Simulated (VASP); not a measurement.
W, 1 atom in the cell. Symmetry: Im-3m, No. 229, cubic system. The conventional cell has a = 3.170 Å, b = 3.170 Å, c = 3.170 Å, α = 90.00°, β = 90.00°, γ = 90.00°. Within 3.6 Å of W (site symmetry m-3m) lie 14 W at 2.75 to 3.17 Å. 

| Item | Value |
| --- | --- |
| Program | VASP 6.6.1 |
| Task | single point |
| Functional | r2SCAN |
| Potentials or basis | VASP PAW PBE potentials, release 64 (W_sv) |
| Cutoff | 520 eV |
| k mesh | 8 × 8 × 8 |
| Occupations | gaussian, width 0.1 eV |
| Spin | no spin polarisation |
| Dipole correction | no |
| Further INCAR settings | ALGO = Normal; EDIFF = 1e-06; NBANDS = 13 |

Potentials or basis: VASP PAW PBE potentials, release 64 (W_sv).

Launch:

```sh
$ cat potpaw_PBE.64/W_sv/POTCAR > POTCAR
$ cp INCAR.step1 INCAR
$ mpirun -np 1 vasp_std > vasp.out
$ cp INCAR.step2 INCAR
$ mpirun -np 1 vasp_std > vasp.out
```

Hardware: 1 thread of Intel Xeon 8259CL (shared host).

Q: Estimate the wall time of this run.

A: Run time: 45 s on 1 thread of Intel Xeon 8259CL (shared host), peak memory 0.13 GiB. Counts: k points 29.
